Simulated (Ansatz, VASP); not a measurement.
Two plane-wave programs on C

INCAR

```
SYSTEM = C
PREC = Accurate
ENCUT = 600
EDIFF = 1E-6
ISMEAR = 0
SIGMA = 0.1
LREAL = .FALSE.
LASPH = .TRUE.
NELM = 120
ALGO = Normal
ISIF = 2
LWAVE = .FALSE.
LCHARG = .FALSE.
GGA = PS
NBANDS = 11
GGA_COMPAT = .FALSE.
```

The input KPOINTS:

```
Automatic mesh
0
G
  8 8 8
  0 0 0
```

Contents of POSCAR:

```
C
1.0
    0.0000000000      1.7833700000      1.7833700000
    1.7833700000      0.0000000000      1.7833700000
    1.7833700000      1.7833700000      0.0000000000
C
2
Direct
    0.0000000000      0.0000000000      0.0000000000
    0.2500000000      0.2500000000      0.2500000000
```

Input for Ansatz:

```yaml
crystal:
  lattice:
    - [0.0, 1.78337, 1.78337]
    - [1.78337, 0.0, 1.78337]
    - [1.78337, 1.78337, 0.0]
  atoms:
    - { symbol: C, position: [0.0, 0.0, 0.0] }
    - { symbol: C, position: [0.25, 0.25, 0.25] }
basis:
  ecutwfc: 420
kpoints:
  mp_grid: { grid: [8, 8, 8] }
hamiltonian:
  xc: pbesol
scf:
  occupations: { method: gaussian, width: 0.1 }
output:
  forces: true
  stress: true
  eigenvalues: true
```

Alike in both runs: task single point; functional PBEsol; k mesh 8 × 8 × 8; occupations gaussian, width 0.1 eV; no spin polarisation.

```csv
,VASP,Ansatz
version,VASP 6.6.1,Ansatz 0.2.0
potentials or method,"VASP PAW PBE potentials, release 64 (C), cutoff 600 eV","scalar-relativistic, plane waves, PAW"
valence electrons in the cell,8,8
```

Ansatz gave:

* gap on the k mesh at the Fermi level (eV): 4.01
* least direct gap on the mesh (eV): 5.54
* pressure (GPa): -4.8

Q: What did VASP give for the same quantities?

A: gap on the k mesh at the Fermi level (eV): 4.00; least direct gap on the mesh (eV): 5.54; pressure (GPa): -4.4.

VASP's potentials were made for PBE, not for PBEsol.
